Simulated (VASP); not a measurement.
A run of VASP 6.6.1:

Contents of INCAR:

```
PREC = Accurate
ENCUT = 520
EDIFF = 1E-6
ISMEAR = 0
SIGMA = 0.1
LREAL = F
LASPH = T
NELM = 100
ALGO = Normal
ISIF = 2
LWAVE = F
LCHARG = F
LDIPOL = T
IDIPOL = 3
DIPOL = 0.5 0.5 0.339
GGA = PS
NBANDS = 15
```

File KPOINTS:

```
regular mesh
0
Gamma
  8 5 1
```

Contents of POSCAR:

```
Mg4O
1.0
    3.1881999939      0.0000000000      0.0000000000
    0.0000000000      5.1084658709      0.0000000000
    0.0000000000      0.0000000000     19.1358427726
Mg O
4 1
Direct
    0.0000000000      0.7500000000      0.2090318178
    0.5000000000      0.2500000000      0.2571276385
    0.5000000000      0.7500000000      0.3576109084
    0.0000000000      0.2500000000      0.3990335238
    0.2500000000      0.3750000000      0.4719906405
```

Potentials or basis: VASP PAW PBE potentials, release 64 (Mg, O).

Command:

```console
$ cat potpaw_PBE.64/Mg/POTCAR potpaw_PBE.64/O/POTCAR > POTCAR
$ mpirun -np 1 vasp_std > vasp.out
```

Hardware: 1 thread of Intel Xeon 8259CL, on a shared host.

Problem. Estimate the wall time of this run.

Solution. Run time: 4.8 min on 1 thread of Intel Xeon 8259CL, with other jobs on the host, peak memory 0.39 GiB. Counts: scf iterations 24, k points 21.
